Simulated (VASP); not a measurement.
# FePt (P4/mmm) in VASP: single point with r2SCAN

Aim: the single point of FePt with r2SCAN.

All numbers are computed with VASP 6.6.1; they aren't measurements. Logs are shortened: lines on timing, memory, paths and dates and some standing lists are left out, and cuts for length are marked.

## Step 1: The cell of the first run

The structure is tetragonal, space group P4/mmm (No. 123). The conventional cell has a = 2.736 Å, b = 2.736 Å, c = 3.718 Å, α = 90.00°, β = 90.00°, γ = 90.00°. Within 3.5 Å of Fe (site symmetry 4/mmm) lie 8 Pt at 2.68 Å and 4 Fe at 2.74 Å. Pt (site symmetry 4/mmm) has 8 Fe at 2.68 Å and 4 Pt at 2.74 Å within 3.5 Å.

## Step 2: Single point, r2SCAN, collinear spin, ferromagnetic start

Contents of POSCAR:

```
FePt
1.0
    2.7358238491      0.0000000000      0.0000000000
    0.0000000000      2.7358238491      0.0000000000
    0.0000000000      0.0000000000      3.7184974858
Fe Pt
1 1
Direct
    0.0000000000      0.0000000000      0.0000000000
    0.5000000000      0.5000000000      0.5000000000
```

Contents of INCAR.step1:

```
SYSTEM = FePt
  ALGO = Normal
  EDIFF = 1E-4
  ENCUT = 520
  GGA = PE
  ISMEAR = 0
  ISPIN = 2
  LASPH = .True.
  LCHARG = .False.
  LMAXMIX = 4
  LREAL = .False.
  LWAVE = .True.
  MAGMOM = 3.62 0.43
  NBANDS = 20
  NELM = 150
  PREC = Accurate
  SIGMA = 0.1
```

Contents of INCAR.step2:

```
SYSTEM = FePt
  ALGO = Normal
  EDIFF = 1E-6
  ENCUT = 520
  ISIF = 2
  ISMEAR = 0
  ISPIN = 2
  ISTART = 1
  LASPH = .True.
  LCHARG = .True.
  LELF = .True.
  LMAXMIX = 4
  LMIXTAU = .True.
  LORBIT = 11
  LREAL = .False.
  LVHAR = .True.
  LWAVE = .False.
  MAGMOM = 3.62 0.43
  METAGGA = R2SCAN
  NBANDS = 20
  NELM = 150
  PREC = Accurate
  SIGMA = 0.1
```

Contents of KPOINTS:

```
k-points
0
Gamma
  14 14 10
  0 0 0
```

Potentials or basis: VASP PAW PBE potentials, release 64 (Fe, Pt).

Command:

```console
$ cat potpaw_PBE.64/Fe/POTCAR potpaw_PBE.64/Pt/POTCAR > POTCAR
$ cp INCAR.step1 INCAR
$ mpirun -np 1 vasp_std > vasp.out
$ cp INCAR.step2 INCAR
$ mpirun -np 1 vasp_std > vasp.out
```

OUTCAR:

```text
SYSTEM = FePt
   EDIFF = 1E-6
   ENCUT = 520
   ISIF = 2
   ISMEAR = 0
   ISPIN = 2
   ISTART = 1
   LASPH = .True.
   LORBIT = 11
   LREAL = .False.
   METAGGA = R2SCAN
   NELM = 150
   PREC = Accurate

 ion  position               nearest neighbor table
   1  0.000  0.000  0.000-   2 2.68   2 2.68   2 2.68   2 2.68   2 2.68   2 2.68   2 2.68   2 2.68

   2  0.500  0.500  0.500-   1 2.68   1 2.68   1 2.68   1 2.68   1 2.68   1 2.68   1 2.68   1 2.68

  LATTYP: Found a simple tetragonal cell.
 ALAT       =     2.7358238491
 C/A-ratio  =     1.3591874663

  Lattice vectors:

 A1 = (   2.7358238491,   0.0000000000,   0.0000000000)
 A2 = (   0.0000000000,   2.7358238491,   0.0000000000)
 A3 = (   0.0000000000,   0.0000000000,   3.7184974858)

Analysis of symmetry for initial positions (statically):
=====================================================================
 Subroutine PRICEL returns:
 Original cell was already a primitive cell.

 Routine SETGRP: Setting up the symmetry group for a
 simple tetragonal supercell.

 Subroutine GETGRP returns: Found 16 space group operations
 (whereof 16 operations were pure point group operations)
 out of a pool of 16 trial point group operations.

The static configuration has the point symmetry D_4h.

Analysis of symmetry for dynamics (positions and initial velocities):
=====================================================================
 Subroutine PRICEL returns:
 Original cell was already a primitive cell.

 Routine SETGRP: Setting up the symmetry group for a
 simple tetragonal supercell.

 Subroutine GETGRP returns: Found 16 space group operations
 (whereof 16 operations were pure point group operations)
 out of a pool of 16 trial point group operations.

The dynamic configuration has the point symmetry D_4h.

Analysis of structural, dynamic, and magnetic symmetry:
=====================================================================
 Subroutine PRICEL returns:
 Original cell was already a primitive cell.

 Routine SETGRP: Setting up the symmetry group for a
 simple tetragonal supercell.

 Subroutine GETGRP returns: Found 16 space group operations
 (whereof 16 operations were pure point group operations)
 out of a pool of 16 trial point group operations.

The overall configuration has the point symmetry D_4h.

 Subroutine INISYM returns: Found 16 space group operations
 (whereof 16 operations are pure point group operations),
 and found     1 'primitive' translations

----------------------------------------------------------------------------------------

                                     Primitive cell

  volume of cell :      27.8320

  direct lattice vectors                    reciprocal lattice vectors
     2.735823849  0.000000000  0.000000000     0.365520609  0.000000000  0.000000000
     0.000000000  2.735823849  0.000000000     0.000000000  0.365520609  0.000000000
     0.000000000  0.000000000  3.718497486     0.000000000  0.000000000  0.268925824

  length of vectors
     2.735823849  2.735823849  3.718497486     0.365520609  0.365520609  0.268925824

  position of ions in fractional coordinates (direct lattice)
     0.000000000  0.000000000  0.000000000
     0.500000000  0.500000000  0.500000000

  ion indices of the primitive-cell ions
   primitive index   ion index
                 1           1
                 2           2

----------------------------------------------------------------------------------------

 KPOINTS: k-points

Automatic generation of k-mesh.
 Grid dimensions read from file:
 generate k-points for:   14   14   10

 Generating k-lattice:

  Cartesian coordinates                     Fractional coordinates (reciprocal lattice)
     0.026108615  0.000000000  0.000000000     0.071428571  0.000000000  0.000000000
     0.000000000  0.026108615  0.000000000     0.000000000  0.071428571  0.000000000
     0.000000000  0.000000000  0.026892582     0.000000000  0.000000000  0.100000000

  Length of vectors
     0.026108615  0.026108615  0.026892582

  Shift w.r.t. Gamma in fractional coordinates (k-lattice)
     0.000000000  0.000000000  0.000000000

 Subroutine IBZKPT returns following result:
 ===========================================

 Found    216 irreducible k-points:

 Following reciprocal coordinates:
            Coordinates               Weight
  0.000000  0.000000  0.000000      1.000000
  0.071429  0.000000  0.000000      4.000000
  0.142857  0.000000  0.000000      4.000000
  0.214286  0.000000  0.000000      4.000000
  0.285714  0.000000  0.000000      4.000000
  0.357143  0.000000  0.000000      4.000000
[... 16 lines left out ...]
  0.285714  0.214286  0.000000      8.000000
  0.357143  0.214286  0.000000      8.000000
 [... further k-points ...]
   k-points           NKPTS =    216   k-points in BZ     NKDIM =    216   number of bands    NBANDS=     20
   number of dos      NEDOS =    301   number of ions     NIONS =      2
   total plane-waves  NPLWV =  11200
   dimension x,y,z NGX =    20 NGY =   20 NGZ =   28
   dimension x,y,z NGXF=    40 NGYF=   40 NGZF=   56
   ions per type =               1   1
   NGX,Y,Z   is equivalent  to a cutoff of  12.15, 12.15, 12.52 a.u.
   NGXF,Y,Z  is equivalent  to a cutoff of  24.31, 24.31, 25.04 a.u.
 SYSTEM =  FePt
   PREC   = accura    normal or accurate (medium, high low for compatibility)
   ISTART =      1    job   : 0-new  1-cont  2-samecut
   ICHARG =      0    charge: 1-file 2-atom 10-const
   ISPIN  =      2    spin polarized calculation?
   LNONCOLLINEAR =      F non collinear calculations
   LSORBIT =      F    spin-orbit coupling
   LASPH  =      T    aspherical Exc in radial PAW
   ENCUT  =  520.0 eV  38.22 Ry    6.18 a.u.   5.09  5.09  6.91*2*pi/ulx,y,z
   NELM   =    150;   NELMIN=  2; NELMDL=  0     # of ELM steps
   EDIFF  = 0.1E-05   stopping-criterion for ELM
   LREAL  =      F    real-space projection
   EDIFFG = 0.1E-04   stopping-criterion for IOM
   NSW    =      0    number of steps for IOM
   IBRION =     -1    ionic relax: 0-MD 1-quasi-New 2-CG
   NFREE  =      0    steps in history (QN), initial steepest desc. (CG)
   ISIF   =      2    stress and relaxation
   ISYM   =      2    0-nonsym 1-usesym 2-fastsym
   POTIM  = 0.5000    time-step for ionic-motion
   TEBEG  =    0.0;   TEEND  =   0.0 temperature during run
   PSTRESS=    0.0 pullay stress
   NELECT =      18.0000    total number of electrons
   NUPDOWN=      -1.0000    fix difference up-down
   EMIN   =  10.00;   EMAX   =-10.00  energy-range for DOS
   EFERMI =   0.00;   METHOD = LEGACY
   ISMEAR =     0;   SIGMA  =   0.10  broadening in eV -4-tet -1-fermi 0-gaus
   EFERMI_NEDOS =   21; number of points for ismear=-14 and -15
   IALGO  =     38    algorithm
   IMIX   =      4    mixing-type and parameters
     AMIX     =   0.40;   BMIX     =  1.00
     AMIX_MAG =   1.60;   BMIX_MAG =  1.00
  volume/ion in A,a.u.               =      13.92        93.91
  Fermi-wavevector in a.u.,A,eV,Ry     =   1.415743  2.675366 27.270540  2.004328
  Thomas-Fermi vector in A             =   2.537150
   LORBIT       =     11    0 simple, 1 ext, 2 COOP (PROOUT), +10 PAW based schemes
   METAGGA = R2SCAN    functional components
   LHFCALC =     F    Hartree Fock is set to
   AEXX    =    0.0000 exact exchange contribution
   IVDW    =     0    specifies the selected vdW correction
   LEPSILON=     F    determine dielectric tensor
   LRPA    =     F    only Hartree local field effects (RPA)
 spin polarized calculation
 Gauss-broadening in eV      SIGMA  =   0.10
  energy-cutoff  :      520.00
  volume of cell :       27.83
 maximum number of plane-waves:       770
   NGX = 11   NGY = 11   NGZ = 13

 number of electron      17.9999994 magnetization       3.5581173

 Free energy of the ion-electron system (eV)
  ---------------------------------------------------
  ext. energy  EPLUGINS =         0.00000000
  ---------------------------------------------------
  free energy    TOTEN  =       -66.54268291 eV

  energy without entropy =      -66.53510216  energy(sigma->0) =      -66.53889254

 E-fermi :   8.6179     XC(G=0): -14.1170

 val. band max:        8.6119955049   @ k =   0.5000   0.1429   0.1000
 cond. band min:       8.6251799106   @ k =   0.2857   0.2143   0.5000
 fundamental gap:      0.0131844057
 Fermi energy:         8.6179219869

 spin component 1

 k-point     1 :       0.0000    0.0000    0.0000
  band No.  band energies     occupation
      1      -1.3706      1.00000
      2       1.7155      1.00000
      3       2.0240      1.00000
      4       4.3965      1.00000
      5       4.3965      1.00000
      6       4.8501      1.00000
[... 12 lines left out ...]
     19      30.9058      0.00000
     20      30.9058      0.00000
[... 507 lines left out ...]
 k-point    24 :       0.3571    0.2143    0.0000
  band No.  band energies     occupation
      1       1.9247      1.00000
      2       2.8732      1.00000
      3       3.1065      1.00000
      4       3.6136      1.00000
      5       4.1389      1.00000
      6       4.8468      1.00000
[... 12 lines left out ...]
     19      29.8642      0.00000
     20      31.3642      0.00000

 [... further k-points ...]

 spin component 2

 k-point     1 :       0.0000    0.0000    0.0000
  band No.  band energies     occupation
      1      -1.5335      1.00000
      2       2.5698      1.00000
      3       2.6358      1.00000
      4       6.1383      1.00000
      5       6.1383      1.00000
      6       7.7391      1.00000
[... 12 lines left out ...]
     19      31.1691      0.00000
     20      31.1691      0.00000
[... 507 lines left out ...]
 k-point    24 :       0.3571    0.2143    0.0000
  band No.  band energies     occupation
      1       2.0881      1.00000
      2       3.8302      1.00000
      3       3.9738      1.00000
      4       4.7553      1.00000
      5       4.9203      1.00000
      6       6.4051      1.00000
[... 12 lines left out ...]
     19      30.1598      0.00000
     20      32.4605      0.00000

 [... further k-points ...]

------------------------ aborting loop because EDIFF is reached ----------------------------------------

  FORCE on cell =-STRESS in cart. coord.  units (eV):
  Direction    XX          YY          ZZ          XY          YZ          ZX
  --------------------------------------------------------------------------------------
  -------------------------------------------------------------------------------------
  Total       -0.0095348     -0.0095348      0.0063907      0.0000000      0.0000000     -0.0000000
  in kB       -0.5488800     -0.5488800      0.3678885      0.0000000      0.0000000     -0.0000000
  external PRESSURE =      -0.2432905 kB  Pullay stress =       0.0000000 kB

 VOLUME and BASIS-vectors are now :
 -----------------------------------------------------------------------------
  energy-cutoff  :      520.00
  volume of cell :       27.83
      direct lattice vectors                 reciprocal lattice vectors
     2.735823849  0.000000000  0.000000000     0.365520609  0.000000000  0.000000000
     0.000000000  2.735823849  0.000000000     0.000000000  0.365520609  0.000000000
     0.000000000  0.000000000  3.718497486     0.000000000  0.000000000  0.268925824

 POSITION                                       TOTAL-FORCE (eV/Angst)
 -----------------------------------------------------------------------------------
      0.00000      0.00000      0.00000         0.000000      0.000000      0.000000
      1.36791      1.36791      1.85925         0.000000      0.000000      0.000000
 -----------------------------------------------------------------------------------
    total drift:                               -0.000000      0.000000      0.000000

  FREE ENERGIE OF THE ION-ELECTRON SYSTEM (eV)
  ---------------------------------------------------
  free  energy   TOTEN  =       -66.5426829109 eV

  energy  without entropy=      -66.5351021612  energy(sigma->0) =      -66.53889254

 total charge

# of ion       s       p       d       tot
------------------------------------------
    1        0.416   0.471   6.043   6.930
    2        0.715   0.666   8.068   9.449
--------------------------------------------------
tot          1.132   1.137  14.111  16.380

 magnetization (x)

# of ion       s       p       d       tot
------------------------------------------
    1        0.018  -0.016   3.250   3.251
    2       -0.026  -0.091   0.452   0.336
--------------------------------------------------
tot         -0.008  -0.107   3.702   3.587
```

It took 9.4 min on 1 thread of Intel Xeon Platinum 8375C at 2.90GHz (Ice Lake), shared host; peak memory 0.3 GiB.

Results:

| Item | Value |
| --- | --- |
| Free energy | -66.5427 eV |
| Pressure | 0.0 GPa |
| Net moment | 3.56 μB per cell |
| Site moments | Fe +3.25; Pt +0.34 μB |
| Valence electrons inside the program's atomic spheres | Fe 6.93; Pt 9.45 |

Levels at points of the mesh, in eV from the Fermi level:
Spin up:
```csv
k point,band 8,band 9,band 10,band 11,band 12,band 13,band 14,band 15
"(0.00, 0.00, 0.00)",-2.81,-0.99,-0.99,-0.86,2.33,9.87,11.91,11.91
"(0.50, 0.00, 0.00)",-3.27,-2.94,-1.87,-0.63,1.89,10.58,10.63,12.89
"(0.50, 0.50, 0.00)",-1.25,-1.17,0.36,1.52,1.52,7.47,10.07,11.25
"(0.00, 0.00, 0.50)",-3.03,-3.00,-2.42,-2.42,-1.06,15.84,16.05,16.56
"(0.50, 0.00, 0.50)",-1.55,-1.06,-0.93,-0.72,-0.56,4.49,6.76,16.85
"(0.50, 0.50, 0.50)",-2.19,-2.01,0.36,6.79,6.79,7.71,8.14,8.59
```
Spin down:
| k point | band 5 | band 6 | band 7 | band 8 | band 9 | band 10 |
| --- | --- | --- | --- | --- | --- | --- |
| (0.00, 0.00, 0.00) | -2.48 | -0.88 | -0.77 | 1.00 | 1.94 | 1.94 |
| (0.50, 0.00, 0.00) | -2.66 | -1.50 | -1.11 | -0.65 | 0.98 | 1.07 |
| (0.50, 0.50, 0.00) | 1.04 | 1.37 | 1.37 | 1.57 | 1.86 | 2.01 |
| (0.00, 0.00, 0.50) | -2.07 | -2.07 | -1.48 | -0.72 | 0.65 | 0.69 |
| (0.50, 0.00, 0.50) | -2.33 | -0.98 | -0.60 | -0.21 | 1.06 | 1.76 |
| (0.50, 0.50, 0.50) | -1.59 | -1.37 | -1.37 | 1.05 | 1.30 | 1.86 |

Caveat: the PAW data sets were made with another functional, which shifts forces and pressure a little; spin-orbit coupling is left out, which moves the levels of the heavy elements.
